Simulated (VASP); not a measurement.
# Al3Ni2 (P-3m1) in VASP: notebook

The runs below take Al3Ni2 through single point, with r2SCAN.

Program: VASP 6.6.1. These are calculated values, not measurements. Logs are shortened: lines on timing, memory, paths and dates and some standing lists are left out, and cuts for length are marked.

## 1. The cell of the first run

Symmetry: P-3m1, No. 164, trigonal system. The conventional cell has a = 4.087 Å, b = 4.087 Å, c = 4.828 Å, α = 90.00°, β = 90.00°, γ = 120.00°. Al (site symmetry -3m) has 6 Ni at 2.46 Å and 6 Al at 2.91 Å within 3.2 Å. Within 3.2 Å of Al (site symmetry 3m) lie 5 Ni at 2.40 to 2.56 Å and 6 Al at 2.76 to 2.91 Å. Ni (site symmetry 3m) has 8 Al at 2.40 to 2.56 Å and 3 Ni at 2.74 Å within 3.2 Å.

## 2. Single point, r2SCAN (biaxial strain in the a-b plane: +2.0 %, then relaxed in part)

Input file POSCAR:

```
Al3Ni2
1.0
    4.0868558003      0.0000000000      0.0000000000
   -2.0434279001      3.5393209446      0.0000000000
    0.0000000000      0.0000000000      4.8281363306
Al Ni
3 2
Direct
    0.0000000000      0.0000000000      0.0000000000
    0.3333333333      0.6666666667      0.6480282064
    0.6666666667      0.3333333333      0.3519717936
    0.3333333333      0.6666666667      0.1449384357
    0.6666666667      0.3333333333      0.8550615643
```

Input file INCAR.step1:

```
SYSTEM = Al3Ni2
PREC = Accurate ; ENCUT = 520
ISMEAR = 0 ; SIGMA = 0.1
LREAL = .False. ; LASPH = .True.
NELM = 100 ; NBANDS = 22
GGA = PE ; ALGO = Normal
EDIFF = 1E-4 ; LWAVE = .True.
LCHARG = .False.
```

Input file INCAR.step2:

```
SYSTEM = Al3Ni2
PREC = Accurate ; ENCUT = 520
EDIFF = 1E-6 ; ISMEAR = 0
SIGMA = 0.1 ; LREAL = .False.
LASPH = .True. ; NELM = 100
ALGO = Normal ; ISIF = 2
LWAVE = .False. ; LCHARG = .False.
METAGGA = R2SCAN ; LMIXTAU = .True.
NBANDS = 22 ; ISTART = 1
```

Input file KPOINTS:

```
Automatic mesh
0
Gamma
  12 12 8
  0 0 0
```

Potentials or basis: VASP PAW PBE potentials, release 64 (Al, Ni).

Started as:

```
$ cat potpaw_PBE.64/Al/POTCAR potpaw_PBE.64/Ni/POTCAR > POTCAR
$ cp INCAR.step1 INCAR
$ mpirun -np 1 vasp_std > vasp.out
$ cp INCAR.step2 INCAR
$ mpirun -np 1 vasp_std > vasp.out
```

OUTCAR:

```text
SYSTEM = Al3Ni2
   PREC = Accurate
   ENCUT = 520
   EDIFF = 1E-6
   ISMEAR = 0
   LREAL = .False.
   LASPH = .True.
   NELM = 100
   ISIF = 2
   METAGGA = R2SCAN
   ISTART = 1

 ion  position               nearest neighbor table
   1  0.000  0.000  0.000-   4 2.46   5 2.46   4 2.46   5 2.46   5 2.46   4 2.46   2 2.91   3 2.91
                             2 2.91   3 2.91   2 2.91   3 2.91
   2  0.333  0.667  0.648-   4 2.40   4 2.43   5 2.56   5 2.56   5 2.56   3 2.76   3 2.76   3 2.76
                             1 2.91   1 2.91   1 2.91
   3  0.667  0.333  0.352-   5 2.40   5 2.43   4 2.56   4 2.56   4 2.56   2 2.76   2 2.76   2 2.76
                             1 2.91   1 2.91   1 2.91
   4  0.333  0.667  0.145-   2 2.40   2 2.43   1 2.46   1 2.46   1 2.46   3 2.56   3 2.56   3 2.56
                             5 2.74   5 2.74   5 2.74
   5  0.667  0.333  0.855-   3 2.40   3 2.43   1 2.46   1 2.46   1 2.46   2 2.56   2 2.56   2 2.56
                             4 2.74   4 2.74   4 2.74

  LATTYP: Found a hexagonal cell.
 ALAT       =     4.0868558003
 C/A-ratio  =     1.1813816211

  Lattice vectors:

 A1 = (   4.0868558003,   0.0000000000,   0.0000000000)
 A2 = (  -2.0434279001,   3.5393209446,   0.0000000000)
 A3 = (   0.0000000000,   0.0000000000,   4.8281363306)

Analysis of symmetry for initial positions (statically):
=====================================================================
 Subroutine PRICEL returns:
 Original cell was already a primitive cell.

 Routine SETGRP: Setting up the symmetry group for a
 hexagonal supercell.

 Subroutine GETGRP returns: Found 12 space group operations
 (whereof 12 operations were pure point group operations)
 out of a pool of 24 trial point group operations.

The static configuration has the point symmetry D_3d.

Analysis of symmetry for dynamics (positions and initial velocities):
=====================================================================
 Subroutine PRICEL returns:
 Original cell was already a primitive cell.

 Routine SETGRP: Setting up the symmetry group for a
 hexagonal supercell.

 Subroutine GETGRP returns: Found 12 space group operations
 (whereof 12 operations were pure point group operations)
 out of a pool of 24 trial point group operations.

The dynamic configuration has the point symmetry D_3d.

 Subroutine INISYM returns: Found 12 space group operations
 (whereof 12 operations are pure point group operations),
 and found     1 'primitive' translations

----------------------------------------------------------------------------------------

                                     Primitive cell

  volume of cell :      69.8375

  direct lattice vectors                    reciprocal lattice vectors
     4.086855800  0.000000000  0.000000000     0.244686881  0.141270037  0.000000000
    -2.043427900  3.539320945  0.000000000     0.000000000  0.282540074  0.000000000
     0.000000000  0.000000000  4.828136331     0.000000000  0.000000000  0.207119255

  length of vectors
     4.086855800  4.086855800  4.828136331     0.282540074  0.282540074  0.207119255

  position of ions in fractional coordinates (direct lattice)
     0.000000000  0.000000000  0.000000000
     0.333333333  0.666666667  0.648028206
     0.666666667  0.333333333  0.351971794
     0.333333333  0.666666667  0.144938436
     0.666666667  0.333333333  0.855061564

  ion indices of the primitive-cell ions
   primitive index   ion index
                 1           1
                 2           2
                 3           3
                 4           4
                 5           5

----------------------------------------------------------------------------------------

 KPOINTS: Automatic mesh

Automatic generation of k-mesh.
 Grid dimensions read from file:
 generate k-points for:   12   12    8

 Generating k-lattice:

  Cartesian coordinates                     Fractional coordinates (reciprocal lattice)
     0.020390573  0.011772503  0.000000000     0.083333333 -0.000000000  0.000000000
     0.000000000  0.023545006  0.000000000     0.000000000  0.083333333  0.000000000
     0.000000000  0.000000000  0.025889907     0.000000000  0.000000000  0.125000000

  Length of vectors
     0.023545006  0.023545006  0.025889907

  Shift w.r.t. Gamma in fractional coordinates (k-lattice)
     0.000000000  0.000000000  0.000000000

 Subroutine IBZKPT returns following result:
 ===========================================

 Found    131 irreducible k-points:

 Following reciprocal coordinates:
            Coordinates               Weight
  0.000000  0.000000  0.000000      1.000000
  0.083333  0.000000  0.000000      6.000000
  0.166667  0.000000  0.000000      6.000000
  0.250000  0.000000  0.000000      6.000000
  0.333333 -0.000000  0.000000      6.000000
  0.416667  0.000000  0.000000      6.000000
[... 16 lines left out ...]
  0.166667  0.000000  0.125000      6.000000
  0.000000  0.166667  0.125000      6.000000
 [... further k-points ...]
   k-points           NKPTS =    131   k-points in BZ     NKDIM =    131   number of bands    NBANDS=     22
   number of dos      NEDOS =    301   number of ions     NIONS =      5
   total plane-waves  NPLWV =  32400
   dimension x,y,z NGX =    30 NGY =   30 NGZ =   36
   dimension x,y,z NGXF=    60 NGYF=   60 NGZF=   72
   ions per type =               3   2
   NGX,Y,Z   is equivalent  to a cutoff of  12.20, 12.20, 12.40 a.u.
   NGXF,Y,Z  is equivalent  to a cutoff of  24.41, 24.41, 24.79 a.u.
 SYSTEM =  Al3Ni2
   PREC   = accura    normal or accurate (medium, high low for compatibility)
   ISTART =      1    job   : 0-new  1-cont  2-samecut
   ICHARG =      0    charge: 1-file 2-atom 10-const
   ISPIN  =      1    spin polarized calculation?
   LNONCOLLINEAR =      F non collinear calculations
   LSORBIT =      F    spin-orbit coupling
   LASPH  =      T    aspherical Exc in radial PAW
   ENCUT  =  520.0 eV  38.22 Ry    6.18 a.u.   7.60  7.60  8.98*2*pi/ulx,y,z
   NELM   =    100;   NELMIN=  2; NELMDL=  0     # of ELM steps
   EDIFF  = 0.1E-05   stopping-criterion for ELM
   LREAL  =      F    real-space projection
   EDIFFG = 0.1E-04   stopping-criterion for IOM
   NSW    =      0    number of steps for IOM
   IBRION =     -1    ionic relax: 0-MD 1-quasi-New 2-CG
   NFREE  =      0    steps in history (QN), initial steepest desc. (CG)
   ISIF   =      2    stress and relaxation
   ISYM   =      2    0-nonsym 1-usesym 2-fastsym
   POTIM  = 0.5000    time-step for ionic-motion
   TEBEG  =    0.0;   TEEND  =   0.0 temperature during run
   PSTRESS=    0.0 pullay stress
   NELECT =      29.0000    total number of electrons
   NUPDOWN=      -1.0000    fix difference up-down
   EMIN   =  10.00;   EMAX   =-10.00  energy-range for DOS
   EFERMI =   0.00;   METHOD = LEGACY
   ISMEAR =     0;   SIGMA  =   0.10  broadening in eV -4-tet -1-fermi 0-gaus
   EFERMI_NEDOS =   21; number of points for ismear=-14 and -15
   IALGO  =     38    algorithm
   IMIX   =      4    mixing-type and parameters
     AMIX     =   0.40;   BMIX     =  1.00
     AMIX_MAG =   1.60;   BMIX_MAG =  1.00
  volume/ion in A,a.u.               =      13.97        94.26
  Fermi-wavevector in a.u.,A,eV,Ry     =   1.221362  2.308040 20.296168  1.491726
  Thomas-Fermi vector in A             =   2.356547
   LORBIT       =      0    0 simple, 1 ext, 2 COOP (PROOUT), +10 PAW based schemes
   METAGGA = R2SCAN    functional components
   LHFCALC =     F    Hartree Fock is set to
   AEXX    =    0.0000 exact exchange contribution
   IVDW    =     0    specifies the selected vdW correction
   LEPSILON=     F    determine dielectric tensor
   LRPA    =     F    only Hartree local field effects (RPA)
 non-spin polarized calculation
 Gauss-broadening in eV      SIGMA  =   0.10
  energy-cutoff  :      520.00
  volume of cell :       69.84
 maximum number of plane-waves:      1914
   NGX = 15   NGY = 15   NGZ = 17

 number of electron      28.9999985 magnetization

 Free energy of the ion-electron system (eV)
  ---------------------------------------------------
  ext. energy  EPLUGINS =         0.00000000
  ---------------------------------------------------
  free energy    TOTEN  =       -47.29662303 eV

  energy without entropy =      -47.29095870  energy(sigma->0) =      -47.29379086

 E-fermi :   8.0549     XC(G=0): -11.8916

 val. band max:        8.0427587439   @ k =  -0.0833   0.3333   0.2500
 cond. band min:       8.0595330597   @ k =   0.2500   0.0833   0.3750
 fundamental gap:      0.0167743158
 Fermi energy:         8.0548516274

 k-point     1 :       0.0000    0.0000    0.0000
  band No.  band energies     occupation
      1      -2.7776      2.00000
      2       2.8955      2.00000
      3       3.3210      2.00000
      4       4.5052      2.00000
      5       4.5052      2.00000
      6       5.1513      2.00000
[... 14 lines left out ...]
     21      15.4043      0.00000
     22      15.4043      0.00000

 k-point     2 :       0.0833    0.0000    0.0000
  band No.  band energies     occupation
      1      -2.6897      2.00000
      2       2.9454      2.00000
      3       3.3476      2.00000
      4       4.4651      2.00000
      5       4.5376      2.00000
      6       5.0977      2.00000
[... 14 lines left out ...]
     21      14.8328      0.00000
     22      14.9512      0.00000

 k-point     3 :       0.1667    0.0000    0.0000
  band No.  band energies     occupation
      1      -2.4273      2.00000
      2       3.0745      2.00000
      3       3.3866      2.00000
      4       4.3200      2.00000
      5       4.6337      2.00000
      6       4.9392      2.00000
[... 14 lines left out ...]
     21      14.3162      0.00000
     22      14.9979      0.00000
[... 476 lines left out ...]
 k-point    23 :       0.1667    0.0000    0.1250
  band No.  band energies     occupation
      1      -2.3246      2.00000
      2       2.2976      2.00000
      3       3.7154      2.00000
      4       4.4223      2.00000
      5       4.6431      2.00000
      6       4.9596      2.00000
[... 14 lines left out ...]
     21      14.5154      0.00000
     22      15.3632      0.00000

 k-point    24 :       0.0000    0.1667    0.1250
  band No.  band energies     occupation
      1      -2.3250      2.00000
      2       2.2998      2.00000
      3       3.8303      2.00000
      4       4.2882      2.00000
      5       4.5920      2.00000
      6       4.9818      2.00000
[... 14 lines left out ...]
     21      14.2576      0.00000
     22      14.8955      0.00000

 [... further k-points ...]

------------------------ aborting loop because EDIFF is reached ----------------------------------------

  FORCE on cell =-STRESS in cart. coord.  units (eV):
  Direction    XX          YY          ZZ          XY          YZ          ZX
  --------------------------------------------------------------------------------------
  -------------------------------------------------------------------------------------
  Total       -2.8352091     -2.8352091     -0.0744215     -0.0000000      0.0000000      0.0000000
  in kB      -65.0439469    -65.0439469     -1.7073414     -0.0000000      0.0000000      0.0000000
  external PRESSURE =     -43.9317451 kB  Pullay stress =       0.0000000 kB

 VOLUME and BASIS-vectors are now :
 -----------------------------------------------------------------------------
  energy-cutoff  :      520.00
  volume of cell :       69.84
      direct lattice vectors                 reciprocal lattice vectors
     4.086855800  0.000000000  0.000000000     0.244686881  0.141270037  0.000000000
    -2.043427900  3.539320945  0.000000000     0.000000000  0.282540074  0.000000000
     0.000000000  0.000000000  4.828136331     0.000000000  0.000000000  0.207119255

 POSITION                                       TOTAL-FORCE (eV/Angst)
 -----------------------------------------------------------------------------------
      0.00000      0.00000      0.00000        -0.000000      0.000000      0.000000
     -0.00000      2.35955      3.12877         0.000000     -0.000000      0.002928
      2.04343      1.17977      1.69937        -0.000000      0.000000     -0.002928
     -0.00000      2.35955      0.69978         0.000000     -0.000000      0.018908
      2.04343      1.17977      4.12835        -0.000000      0.000000     -0.018908
 -----------------------------------------------------------------------------------
    total drift:                               -0.000000     -0.000000      0.000000

  FREE ENERGIE OF THE ION-ELECTRON SYSTEM (eV)
  ---------------------------------------------------
  free  energy   TOTEN  =       -47.2966230267 eV

  energy  without entropy=      -47.2909586999  energy(sigma->0) =      -47.29379086
```

It took 7.6 min on 1 thread of Intel Xeon Platinum 8559C (Emerald Rapids), shared host; peak memory 0.3 GiB.

What came out:

| Property | Result |
| --- | --- |
| Free energy | -47.2966 eV |
| Pressure | -4.4 GPa |
| Largest force | 0.019 eV/Å |
| Band gap on the k mesh | zero (an odd number of electrons rules out a gap without spin polarisation) |

Forces in eV/Å, atoms in the order of the input:
```
Al   0.000  0.000  0.000
Al   0.000  0.000  0.003
Al   0.000  0.000 -0.003
Ni   0.000  0.000  0.019
Ni   0.000  0.000 -0.019
```

Caveat: the cell differs from its parent crystal (biaxial strain in the a-b plane: +2.0 %, then relaxed in part); the stress differs along the axes, from -7 to -0 GPa; the PAW data sets were made with another functional, which shifts forces and pressure a little. Spin polarisation is off, so any magnetic state and its effect on volume and gap are missing.

## 3. Single point, r2SCAN (biaxial strain in the a-b plane: +3.0 %)

Edit POSCAR of step 2 so:

```diff
@@ -2,5 +2,5 @@
 1.0
-    4.0868558003      0.0000000000      0.0000000000
-   -2.0434279001      3.5393209446      0.0000000000
-    0.0000000000      0.0000000000      4.8281363306
+    4.1269230140      0.0000000000      0.0000000000
+   -2.0634615070      3.5740201696      0.0000000000
+    0.0000000000      0.0000000000      4.7740195502
 Al Ni
```

Input file INCAR.step1:

```
PREC = Accurate
ENCUT = 520
ISMEAR = 0
SIGMA = 0.1
LREAL = False
LASPH = True
NELM = 100
NBANDS = 22
GGA = PE
ALGO = Normal
EDIFF = 1E-4
LWAVE = True
LCHARG = False
```

Input file INCAR.step2:

```
PREC = Accurate
ENCUT = 520
EDIFF = 1E-6
ISMEAR = 0
SIGMA = 0.1
LREAL = False
LASPH = True
NELM = 100
ALGO = Normal
ISIF = 2
LWAVE = False
LCHARG = False
METAGGA = R2SCAN
LMIXTAU = True
NBANDS = 22
ISTART = 1
```

Input file KPOINTS:

```
regular mesh
0
Gamma
  12 12 8
```

Potentials or basis: VASP PAW PBE potentials, release 64 (Al, Ni).

Started as:

```
$ cat potpaw_PBE.64/Al/POTCAR potpaw_PBE.64/Ni/POTCAR > POTCAR
$ cp INCAR.step1 INCAR
$ mpirun -np 1 vasp_std > vasp.out
$ cp INCAR.step2 INCAR
$ mpirun -np 1 vasp_std > vasp.out
```

It took 6.2 min on 1 thread of Intel Xeon Platinum 8559C (Emerald Rapids), shared host; peak memory 0.31 GiB.

The run converged. Its results:

- Free energy: -47.2244 eV
- Pressure: -5.1 GPa
- Largest force: 0.029 eV/Å
- Band gap on the k mesh: zero (an odd number of electrons rules out a gap without spin polarisation)

Forces in eV/Å, atoms in the order of the input:
```
Al   0.000  0.000  0.000
Al   0.000  0.000 -0.029
Al   0.000  0.000  0.029
Ni   0.000  0.000 -0.009
Ni   0.000  0.000  0.009
```

Stress tensor (GPa, compression positive):
```
-8.93  0.00  0.00
 0.00 -8.93  0.00
 0.00  0.00  2.66
```

Levels at points of the mesh, in eV from the Fermi level:
| k point | band 13 | band 14 | band 15 | band 16 | band 17 | band 18 |
| --- | --- | --- | --- | --- | --- | --- |
| (0.00, 0.00, 0.00) | -1.20 | 1.05 | 1.05 | 2.97 | 2.97 | 4.39 |
| (0.50, 0.00, 0.00) | -1.46 | -1.37 | -1.09 | 1.64 | 2.15 | 2.55 |
| (0.00, 0.00, 0.50) | 2.70 | 2.70 | 2.77 | 2.77 | 3.59 | 4.22 |
| (0.50, 0.00, 0.50) | -1.60 | -0.95 | -0.37 | 1.61 | 2.15 | 3.12 |

Caveat: the cell differs from its parent crystal (biaxial strain in the a-b plane: +3.0 %); the stress differs along the axes, from -9 to 3 GPa; the PAW data sets were made with another functional, which shifts forces and pressure a little. Spin polarisation is off, so any magnetic state and its effect on volume and gap are missing.

## 4. Single point, r2SCAN (biaxial strain in the a-b plane: +3.0 %, then relaxed in part)

Input file POSCAR:

```
Al3Ni2
1.0
    4.1269230140      0.0000000000      0.0000000000
   -2.0634615070      3.5740201696      0.0000000000
    0.0000000000      0.0000000000      4.8137434318
Al Ni
3 2
Direct
    0.0000000000      0.0000000000      0.0000000000
    0.3333333333      0.6666666667      0.6477775838
    0.6666666667      0.3333333333      0.3522224162
    0.3333333333      0.6666666667      0.1443638746
    0.6666666667      0.3333333333      0.8556361254
```

Input file INCAR.step1:

```
SYSTEM = Al3Ni2
  PREC = Accurate
  ENCUT = 520
  ISMEAR = 0
  SIGMA = 0.1
  LREAL = .FALSE.
  LASPH = .TRUE.
  NELM = 100
  NBANDS = 22
  GGA = PE
  ALGO = Normal
  EDIFF = 1E-4
  LWAVE = .TRUE.
  LCHARG = .FALSE.
```

Input file INCAR.step2:

```
SYSTEM = Al3Ni2
  PREC = Accurate
  ENCUT = 520
  EDIFF = 1E-6
  ISMEAR = 0
  SIGMA = 0.1
  LREAL = .FALSE.
  LASPH = .TRUE.
  NELM = 100
  ALGO = Normal
  ISIF = 2
  LWAVE = .FALSE.
  LCHARG = .FALSE.
  METAGGA = R2SCAN
  LMIXTAU = .TRUE.
  NBANDS = 22
  ISTART = 1
```

Input file KPOINTS:

```
Automatic mesh
0
G
  12 12 8
  0 0 0
```

Started as:

```
$ cat potpaw_PBE.64/Al/POTCAR potpaw_PBE.64/Ni/POTCAR > POTCAR
$ cp INCAR.step1 INCAR
$ mpirun -np 1 vasp_std > vasp.out
$ cp INCAR.step2 INCAR
$ mpirun -np 1 vasp_std > vasp.out
```

Run time: 6.8 min. Hardware: 1 thread of Intel Xeon Platinum 8559C (Emerald Rapids), shared host; peak memory 0.32 GiB.

Results (log left out):

```
Free energy            : -47.2288 eV
Pressure               : -6.2 GPa
Largest force          : 0.019 eV/Å
Band gap on the k mesh : zero (an odd number of electrons rules out a gap without spin polarisation)
```

Forces on the atoms (eV/Å):
```
Al   0.000  0.000  0.000
Al   0.000  0.000  0.003
Al   0.000  0.000 -0.003
Ni   0.000  0.000  0.019
Ni   0.000  0.000 -0.019
```

Stress tensor (GPa, compression positive):
```
-9.23  0.00  0.00
 0.00 -9.23  0.00
 0.00  0.00 -0.16
```

Levels at points of the mesh, in eV from the Fermi level:
```csv
k point,band 13,band 14,band 15,band 16,band 17,band 18
"(0.00, 0.00, 0.00)",-1.19,1.08,1.08,2.99,2.99,4.41
"(0.50, 0.00, 0.00)",-1.45,-1.37,-1.13,1.59,2.14,2.48
"(0.00, 0.00, 0.50)",2.70,2.70,2.80,2.80,3.57,4.21
"(0.50, 0.00, 0.50)",-1.60,-0.95,-0.37,1.59,2.15,3.12
```

Caveat: the cell differs from its parent crystal (biaxial strain in the a-b plane: +3.0 %, then relaxed in part); the stress differs along the axes, from -9 to -0 GPa; the PAW data sets were made with another functional, which shifts forces and pressure a little.

## 5. The runs side by side

```csv
cell,gap on the mesh (eV),pressure (GPa),largest force (eV/Å)
"a = 4.087, b = 4.087, c = 4.828 Å, angles 90.0, 90.0, 120.0°, 5 atoms, atomic positions A",none,-4.4,0.02
"a = 4.127, b = 4.127, c = 4.774 Å, angles 90.0, 90.0, 120.0°, 5 atoms, atomic positions A",none,-5.1,0.03
"a = 4.127, b = 4.127, c = 4.814 Å, angles 90.0, 90.0, 120.0°, 5 atoms, atomic positions B",none,-6.2,0.02
```

Alike in all rows: task single point; level r2SCAN; potentials or basis VASP PAW PBE potentials, release 64 (Al, Ni); no spin polarisation; k mesh 12 × 12 × 8; cutoff (eV) 520; smearing gaussian 0.1 eV.

Caveats: the PAW data sets were made with another functional, which shifts forces and pressure a little; the stress differs along the axes, from -7 to -0 GPa (at least some runs); the stress differs along the axes, from -9 to 3 GPa (at least some runs); the stress differs along the axes, from -9 to -0 GPa (at least some runs).

Total energies depend on the potentials used, so only differences within one code and one set of settings carry meaning.
